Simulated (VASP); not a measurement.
# Ti3AlB3 (P6/mmm) in VASP: further runs

Ti3AlB3 is run at these levels: PBE; tasks: single point.

Everything below comes from runs of VASP 6.6.1. Logs are shortened: lines on timing, memory, paths and dates and some standing lists are left out, and cuts for length are marked.

### 1 The cell of the first run

It takes space group P6/mmm (No. 191, hexagonal). Conventional cell: a = 4.884 Å, b = 4.884 Å, c = 4.443 Å, α = 90.00°, β = 90.00°, γ = 120.00°. Ti (site symmetry mmm) has 2 B at 2.22 Å and 4 Ti at 2.44 Å within 2.9 Å. Al (site symmetry 6/mmm) has 6 B at 2.44 Å and 12 Ti at 3.30 Å within 3.4 Å. B (site symmetry mmm) has 2 Ti at 2.22 Å and 2 Al at 2.44 Å and 4 B at 2.44 Å within 2.9 Å.

The cell was generated, and may not be a known phase.

### 2 Single point, PBE

The input, INCAR:

```
PREC     = Accurate       # precision mode
ENCUT    = 500            # plane-wave cutoff, eV
EDIFF    = 1E-6           # SCF threshold, eV
ISMEAR   = 0              # smearing method
SIGMA    = 0.2            # smearing width, eV
LREAL    = F              # projectors in reciprocal space
LASPH    = T              # aspherical terms in the spheres
NELM     = 120            # most SCF steps
ALGO     = Normal         # electronic algorithm
ISIF     = 2              # what is computed and relaxed
LWAVE    = F              # write WAVECAR
LCHARG   = T              # write CHGCAR
GGA      = PE             # functional
LELF     = T              # ELF
LVHAR    = T            
NBANDS   = 33             # bands
GGA_COMPAT= F
```

The input, KPOINTS:

```
regular mesh
0
Gamma
  5 5 3
```

The input, POSCAR:

```
Ti3AlB3
1.0
    4.8837601824     -0.0000000034      0.0000000000
   -2.4418800883      4.2294603857      0.0000000000
    0.0000000000      0.0000000000      4.4425283211
Ti Al B
3 1 3
Direct
    0.5000000000      0.0000000000      0.5000000000
    0.0000000000      0.5000000000      0.5000000000
    0.5000000000      0.5000000000      0.5000000000
    0.0000000000      0.0000000000      0.0000000000
    0.5000000000      0.0000000000      0.0000000000
    0.0000000000      0.5000000000      0.0000000000
    0.5000000000      0.5000000000      0.0000000000
```

Potentials or basis: VASP PAW PBE potentials, release 64 (Ti_sv, Al, B).

Command:

```
$ cat potpaw_PBE.64/Ti_sv/POTCAR potpaw_PBE.64/Al/POTCAR potpaw_PBE.64/B/POTCAR > POTCAR
$ mpirun -np 1 vasp_std > vasp.out
```

OUTCAR:

```text
PREC = Accurate
   ENCUT = 500
   EDIFF = 1E-6
   ISMEAR = 0
   LREAL = F
   LASPH = T
   NELM = 120
   ISIF = 2
   GGA = PE

 ion  position               nearest neighbor table
   1  0.500  0.000  0.500-   5 2.22   5 2.22   2 2.44   2 2.44   3 2.44   3 2.44
   2  0.000  0.500  0.500-   6 2.22   6 2.22   3 2.44   3 2.44   1 2.44   1 2.44
   3  0.500  0.500  0.500-   7 2.22   7 2.22   2 2.44   2 2.44   1 2.44   1 2.44
   4  0.000  0.000  0.000-   5 2.44   5 2.44   7 2.44   7 2.44   6 2.44   6 2.44
   5  0.500  0.000  0.000-   1 2.22   1 2.22   4 2.44   4 2.44
   6  0.000  0.500  0.000-   2 2.22   2 2.22   4 2.44   4 2.44
   7  0.500  0.500  0.000-   3 2.22   3 2.22   4 2.44   4 2.44

  LATTYP: Found a hexagonal cell.
 ALAT       =     4.8837601824
 C/A-ratio  =     0.9096532498

  Lattice vectors:

 A1 = (   4.8837601824,  -0.0000000034,   0.0000000000)
 A2 = (  -2.4418800883,   4.2294603857,   0.0000000000)
 A3 = (   0.0000000000,   0.0000000000,   4.4425283211)

Analysis of symmetry for initial positions (statically):
=====================================================================
 Subroutine PRICEL returns:
 Original cell was already a primitive cell.

 Routine SETGRP: Setting up the symmetry group for a
 hexagonal supercell.

 Subroutine GETGRP returns: Found 24 space group operations
 (whereof 24 operations were pure point group operations)
 out of a pool of 24 trial point group operations.

The static configuration has the point symmetry D_6h.

Analysis of symmetry for dynamics (positions and initial velocities):
=====================================================================
 Subroutine PRICEL returns:
 Original cell was already a primitive cell.

 Routine SETGRP: Setting up the symmetry group for a
 hexagonal supercell.

 Subroutine GETGRP returns: Found 24 space group operations
 (whereof 24 operations were pure point group operations)
 out of a pool of 24 trial point group operations.

The dynamic configuration has the point symmetry D_6h.

 Subroutine INISYM returns: Found 24 space group operations
 (whereof 24 operations are pure point group operations),
 and found     1 'primitive' translations

----------------------------------------------------------------------------------------

                                     Primitive cell

  volume of cell :      91.7634

  direct lattice vectors                    reciprocal lattice vectors
     4.883760182 -0.000000003  0.000000000     0.204760259  0.118218391  0.000000000
    -2.441880088  4.229460386  0.000000000     0.000000000  0.236436781  0.000000000
     0.000000000  0.000000000  4.442528321     0.000000000  0.000000000  0.225097046

  length of vectors
     4.883760182  4.883760182  4.442528321     0.236436781  0.236436781  0.225097046

  position of ions in fractional coordinates (direct lattice)
     0.500000000  0.000000000  0.500000000
     0.000000000  0.500000000  0.500000000
     0.500000000  0.500000000  0.500000000
     0.000000000  0.000000000  0.000000000
     0.500000000  0.000000000  0.000000000
     0.000000000  0.500000000  0.000000000
     0.500000000  0.500000000  0.000000000

  ion indices of the primitive-cell ions
   primitive index   ion index
                 1           1
                 2           2
                 3           3
                 4           4
                 5           5
                 6           6
                 7           7

----------------------------------------------------------------------------------------

 KPOINTS: regular mesh

Automatic generation of k-mesh.
 Grid dimensions read from file:
 generate k-points for:    5    5    3

 Generating k-lattice:

  Cartesian coordinates                     Fractional coordinates (reciprocal lattice)
     0.040952052  0.023643678  0.000000000     0.200000000  0.000000000  0.000000000
     0.000000000  0.047287356  0.000000000     0.000000000  0.200000000  0.000000000
     0.000000000  0.000000000  0.075032349     0.000000000  0.000000000  0.333333333

  Length of vectors
     0.047287356  0.047287356  0.075032349

  Shift w.r.t. Gamma in fractional coordinates (k-lattice)
     0.000000000  0.000000000  0.000000000

 Subroutine IBZKPT returns following result:
 ===========================================

 Found     10 irreducible k-points:

 Following reciprocal coordinates:
            Coordinates               Weight
  0.000000  0.000000  0.000000      1.000000
  0.200000 -0.000000  0.000000      6.000000
  0.400000  0.000000  0.000000      6.000000
  0.200000  0.200000  0.000000      6.000000
  0.400000  0.200000  0.000000      6.000000
  0.000000  0.000000  0.333333      2.000000
  0.200000 -0.000000  0.333333     12.000000
  0.400000  0.000000  0.333333     12.000000
  0.200000  0.200000  0.333333     12.000000
  0.400000  0.200000  0.333333     12.000000
   k-points           NKPTS =     10   k-points in BZ     NKDIM =     10   number of bands    NBANDS=     33
   number of dos      NEDOS =    301   number of ions     NIONS =      7
   total plane-waves  NPLWV =  41472
   dimension x,y,z NGX =    36 NGY =   36 NGZ =   32
   dimension x,y,z NGXF=    72 NGYF=   72 NGZF=   64
   ions per type =               3   1   3
   NGX,Y,Z   is equivalent  to a cutoff of  12.25, 12.25, 11.97 a.u.
   NGXF,Y,Z  is equivalent  to a cutoff of  24.51, 24.51, 23.95 a.u.
 SYSTEM =  unknown system
   PREC   = accura    normal or accurate (medium, high low for compatibility)
   ISTART =      0    job   : 0-new  1-cont  2-samecut
   ICHARG =      2    charge: 1-file 2-atom 10-const
   ISPIN  =      1    spin polarized calculation?
   LNONCOLLINEAR =      F non collinear calculations
   LSORBIT =      F    spin-orbit coupling
   LASPH  =      T    aspherical Exc in radial PAW
   ENCUT  =  500.0 eV  36.75 Ry    6.06 a.u.   8.90  8.90  8.10*2*pi/ulx,y,z
   NELM   =    120;   NELMIN=  2; NELMDL= -5     # of ELM steps
   EDIFF  = 0.1E-05   stopping-criterion for ELM
   LREAL  =      F    real-space projection
   EDIFFG = 0.1E-04   stopping-criterion for IOM
   NSW    =      0    number of steps for IOM
   IBRION =     -1    ionic relax: 0-MD 1-quasi-New 2-CG
   NFREE  =      0    steps in history (QN), initial steepest desc. (CG)
   ISIF   =      2    stress and relaxation
   ISYM   =      2    0-nonsym 1-usesym 2-fastsym
   POTIM  = 0.5000    time-step for ionic-motion
   TEBEG  =    0.0;   TEEND  =   0.0 temperature during run
   PSTRESS=    0.0 pullay stress
   NELECT =      48.0000    total number of electrons
   NUPDOWN=      -1.0000    fix difference up-down
   EMIN   =  10.00;   EMAX   =-10.00  energy-range for DOS
   EFERMI =   0.00;   METHOD = LEGACY
   ISMEAR =     0;   SIGMA  =   0.20  broadening in eV -4-tet -1-fermi 0-gaus
   EFERMI_NEDOS =   21; number of points for ismear=-14 and -15
   IALGO  =     38    algorithm
   IMIX   =      4    mixing-type and parameters
     AMIX     =   0.40;   BMIX     =  1.00
     AMIX_MAG =   1.60;   BMIX_MAG =  1.00
  volume/ion in A,a.u.               =      13.11        88.46
  Fermi-wavevector in a.u.,A,eV,Ry     =   1.319063  2.492667 23.673133  1.739926
  Thomas-Fermi vector in A             =   2.448988
   LORBIT       =      0    0 simple, 1 ext, 2 COOP (PROOUT), +10 PAW based schemes
   GGA     = PE    functional components
   LHFCALC =     F    Hartree Fock is set to
   AEXX    =    0.0000 exact exchange contribution
   IVDW    =     0    specifies the selected vdW correction
   LEPSILON=     F    determine dielectric tensor
   LRPA    =     F    only Hartree local field effects (RPA)
 non-spin polarized calculation
 Gauss-broadening in eV      SIGMA  =   0.20
  energy-cutoff  :      500.00
  volume of cell :       91.76
 maximum number of plane-waves:      2336
 NGX is ok and might be reduce to    36
   NGX = 17   NGY = 17   NGZ = 17

 number of electron      47.9999988 magnetization

 Free energy of the ion-electron system (eV)
  ---------------------------------------------------
  ext. energy  EPLUGINS =         0.00000000
  ---------------------------------------------------
  free energy    TOTEN  =       -40.42356035 eV

  energy without entropy =      -40.31678072  energy(sigma->0) =      -40.37017054

 E-fermi :   7.5500     XC(G=0): -11.2475

 val. band max:        7.4843297251   @ k =   0.4000   0.2000   0.0000
 cond. band min:       7.5775045015   @ k =   0.4000   0.2000   0.0000
 fundamental gap:      0.0931747763
 Fermi energy:         7.5500203156

 k-point     1 :       0.0000    0.0000    0.0000
  band No.  band energies     occupation
      1     -48.7938      2.00000
      2     -48.3859      2.00000
      3     -48.3859      2.00000
      4     -26.1437      2.00000
      5     -25.4054      2.00000
      6     -25.4054      2.00000
[... 25 lines left out ...]
     32      11.0689      0.00000
     33      11.5063      0.00000

 k-point     2 :       0.2000   -0.0000    0.0000
  band No.  band energies     occupation
      1     -48.7609      2.00000
      2     -48.4215      2.00000
      3     -48.3861      2.00000
      4     -26.0049      2.00000
      5     -25.3808      2.00000
      6     -25.3057      2.00000
[... 25 lines left out ...]
     32      10.8681      0.00000
     33      11.1622      0.00000
[... 250 lines left out ...]
     32      10.1214      0.00000
     33      10.7842      0.00000

 k-point    10 :       0.4000    0.2000    0.3333
  band No.  band energies     occupation
      1     -48.6357      2.00000
      2     -48.5521      2.00000
      3     -48.3870      2.00000
      4     -25.5736      2.00000
      5     -25.1783      2.00000
      6     -25.1272      2.00000
[... 25 lines left out ...]
     32      10.2098      0.00000
     33      10.4740      0.00000

------------------------ aborting loop because EDIFF is reached ----------------------------------------

  FORCE on cell =-STRESS in cart. coord.  units (eV):
  Direction    XX          YY          ZZ          XY          YZ          ZX
  --------------------------------------------------------------------------------------
  -------------------------------------------------------------------------------------
  Total        0.2675668      0.2675668     -0.0259227     -0.0000000     -0.0000000      0.0000000
  in kB        4.6716826      4.6716826     -0.4526074     -0.0000000     -0.0000000      0.0000000
  external PRESSURE =       2.9635859 kB  Pullay stress =       0.0000000 kB

 VOLUME and BASIS-vectors are now :
 -----------------------------------------------------------------------------
  energy-cutoff  :      500.00
  volume of cell :       91.76
      direct lattice vectors                 reciprocal lattice vectors
     4.883760182 -0.000000003  0.000000000     0.204760259  0.118218391  0.000000000
    -2.441880088  4.229460386  0.000000000     0.000000000  0.236436781  0.000000000
     0.000000000  0.000000000  4.442528321     0.000000000  0.000000000  0.225097046

 POSITION                                       TOTAL-FORCE (eV/Angst)
 -----------------------------------------------------------------------------------
      2.44188     -0.00000      2.22126         0.000000      0.000000      0.000000
     -1.22094      2.11473      2.22126         0.000000      0.000000      0.000000
      1.22094      2.11473      2.22126        -0.000000      0.000000      0.000000
      0.00000      0.00000      0.00000        -0.000000      0.000000      0.000000
      2.44188     -0.00000      0.00000        -0.000000      0.000000      0.000000
     -1.22094      2.11473      0.00000        -0.000000      0.000000      0.000000
      1.22094      2.11473      0.00000        -0.000000      0.000000      0.000000
 -----------------------------------------------------------------------------------
    total drift:                                0.000000      0.000000      0.000000

  FREE ENERGIE OF THE ION-ELECTRON SYSTEM (eV)
  ---------------------------------------------------
  free  energy   TOTEN  =       -40.4235603537 eV

  energy  without entropy=      -40.3167807195  energy(sigma->0) =      -40.37017054
```

It took 30 s on 1 thread of Intel Xeon Platinum 8375C at 2.90GHz (Ice Lake), shared host; peak memory 0.2 GiB.

What came out:

```yaml
Free_energy: -40.4236 eV
Pressure: 0.3 GPa
Band_gap_on_the_k_mesh: zero (bands 24 and 25 overlap by 0.79 eV)
```

Levels at points of the mesh, in eV from the Fermi level:
```csv
k point,band 22,band 23,band 24,band 25,band 26,band 27
"(0.00, 0.00, 0.00)",-1.75,-0.94,-0.94,-0.28,-0.28,1.64
```

Caveat: the k points lie up to 0.47 Å⁻¹ apart, too coarse for converged energies and pressures of a metal.

### 3 Single point, PBE

This run uses another cell than the first one, of 11.87 Å³/atom.

The input, INCAR:

```
SYSTEM = Ti3AlB3
PREC = Accurate
ENCUT = 500
EDIFF = 1E-6
ISMEAR = 0
SIGMA = 0.2
LREAL = .False.
LASPH = .True.
NELM = 120
ALGO = Normal
ISIF = 2
LWAVE = .False.
LCHARG = .False.
GGA = PE
NBANDS = 33
GGA_COMPAT = .False.
```

The input, KPOINTS:

```
regular mesh
0
Gamma
  4 4 4
  0 0 0
```

The input, POSCAR:

```
Ti3AlB3
1.0
    4.6659236566      0.0000000000      0.0000000000
   -2.3329618283      4.0408084187      0.0000000000
    0.0000000000      0.0000000000      4.4084103943
Ti Al B
3 1 3
Direct
    0.3333333333      0.6666666667      0.5000000000
    0.6666666667      0.3333333333      0.5000000000
    0.0000000000      0.0000000000      0.5000000000
    0.0000000000      0.0000000000      0.0000000000
    0.5000000000      0.0000000000      0.0000000000
    0.0000000000      0.5000000000      0.0000000000
    0.5000000000      0.5000000000      0.0000000000
```

Potentials or basis: VASP PAW PBE potentials, release 64 (Ti_sv, Al, B).

Command:

```
$ cat potpaw_PBE.64/Ti_sv/POTCAR potpaw_PBE.64/Al/POTCAR potpaw_PBE.64/B/POTCAR > POTCAR
$ mpirun -np 1 vasp_std > vasp.out
```

OUTCAR:

```text
SYSTEM = Ti3AlB3
   PREC = Accurate
   ENCUT = 500
   EDIFF = 1E-6
   ISMEAR = 0
   LREAL = .False.
   LASPH = .True.
   NELM = 120
   ISIF = 2
   GGA = PE

 ion  position               nearest neighbor table
   1  0.333  0.667  0.500-   2 2.69   3 2.69   2 2.69   3 2.69   3 2.69   2 2.69
   2  0.667  0.333  0.500-   1 2.69   3 2.69   1 2.69   3 2.69   3 2.69   1 2.69
   3  0.000  0.000  0.500-   4 2.20   4 2.20   1 2.69   2 2.69   1 2.69   2 2.69   2 2.69   1 2.69

   4  0.000  0.000  0.000-   3 2.20   3 2.20   7 2.33   6 2.33   6 2.33   7 2.33   5 2.33   5 2.33

   5  0.500  0.000  0.000-   4 2.33   4 2.33
   6  0.000  0.500  0.000-   4 2.33   4 2.33
   7  0.500  0.500  0.000-   4 2.33   4 2.33

  LATTYP: Found a hexagonal cell.
 ALAT       =     4.6659236566
 C/A-ratio  =     0.9448097995

  Lattice vectors:

 A1 = (   4.6659236566,   0.0000000000,   0.0000000000)
 A2 = (  -2.3329618283,   4.0408084187,   0.0000000000)
 A3 = (   0.0000000000,   0.0000000000,   4.4084103943)

[... 173 lines left out ...]

 val. band max:        8.6809382691   @ k =   0.0000   0.0000   0.5000
 cond. band min:       8.7810426853   @ k =   0.2500   0.2500   0.5000
 fundamental gap:      0.1001044162
 Fermi energy:         8.7372136539

 k-point     1 :       0.0000    0.0000    0.0000
  band No.  band energies     occupation
      1     -47.8173      2.00000
      2     -47.6461      2.00000
      3     -47.3711      2.00000
      4     -24.2095      2.00000
      5     -24.2094      2.00000
      6     -24.1907      2.00000
[... 421 lines left out ...]
     32      11.2850      0.00000
     33      11.4386      0.00000

------------------------ aborting loop because EDIFF is reached ----------------------------------------

  FORCE on cell =-STRESS in cart. coord.  units (eV):
  Direction    XX          YY          ZZ          XY          YZ          ZX
  --------------------------------------------------------------------------------------
  -------------------------------------------------------------------------------------
  Total       -0.4571884     -0.4571884     -0.0811818      0.0000000      0.0000000      0.0000000
  in kB       -8.8128795     -8.8128795     -1.5648816      0.0000000      0.0000000      0.0000000
  external PRESSURE =      -6.3968802 kB  Pullay stress =       0.0000000 kB

 VOLUME and BASIS-vectors are now :
 -----------------------------------------------------------------------------
  energy-cutoff  :      500.00
  volume of cell :       83.12
      direct lattice vectors                 reciprocal lattice vectors
     4.665923657  0.000000000  0.000000000     0.214319838  0.123737616  0.000000000
    -2.332961828  4.040808419  0.000000000     0.000000000  0.247475232  0.000000000
     0.000000000  0.000000000  4.408410394     0.000000000  0.000000000  0.226839135

 POSITION                                       TOTAL-FORCE (eV/Angst)
 -----------------------------------------------------------------------------------
     -0.00000      2.69387      2.20421         0.000000     -0.000000      0.000000
      2.33296      1.34694      2.20421        -0.000000      0.000000      0.000000
      0.00000      0.00000      2.20421         0.000000      0.000000      0.000000
      0.00000      0.00000      0.00000         0.000000      0.000000      0.000000
      2.33296      0.00000      0.00000         0.000000      0.000000      0.000000
     -1.16648      2.02040      0.00000         0.000000      0.000000      0.000000
      1.16648      2.02040      0.00000         0.000000      0.000000      0.000000
 -----------------------------------------------------------------------------------
    total drift:                                0.000000     -0.000000     -0.000000

  FREE ENERGIE OF THE ION-ELECTRON SYSTEM (eV)
  ---------------------------------------------------
  free  energy   TOTEN  =       -42.9864449217 eV

  energy  without entropy=      -42.9178849318  energy(sigma->0) =      -42.95216493
```

stdout:

```text
POSCAR found type information on POSCAR TiAlB
 POSCAR found :  3 types and       7 ions
 scaLAPACK will be used
 LDA part: xc-table for (Slater+PW92), standard interpolation
 POSCAR, INCAR and KPOINTS ok, starting setup
 FFT: planning ... GRIDC
 FFT: planning ... GRID_SOFT
 FFT: planning ... GRID
 WAVECAR not read
 entering main loop
```

Run time: 34 s. Hardware: 1 thread of Intel Xeon Platinum 8375C at 2.90GHz (Ice Lake), shared host; peak memory 0.2 GiB.

What came out:

- Free energy: -42.9864 eV
- Pressure: -0.6 GPa
- Band gap on the k mesh: zero (bands 24 and 25 overlap by 1.08 eV)

Stress tensor (GPa, compression positive):
```
-0.88  0.00  0.00
 0.00 -0.88  0.00
 0.00  0.00 -0.16
```

Levels at points of the mesh, in eV from the Fermi level:
```
           k point  band 22  band 23  band 24  band 25  band 26  band 27
(0.00, 0.00, 0.00)    -1.54    -1.54    -0.49    -0.49     1.06     1.06
(0.50, 0.00, 0.00)    -0.87    -0.81    -0.75     1.04     1.79     1.85
(0.00, 0.00, 0.50)    -1.09    -0.19    -0.19    -0.06     0.06     1.25
(0.50, 0.00, 0.50)    -0.13     0.10     0.12     0.16     0.25     0.45
```

Caveat: the k points lie up to 0.39 Å⁻¹ apart, too coarse for converged energies and pressures of a metal.

The gap in the log of VASP goes by the Fermi energy; the results here count the filled bands.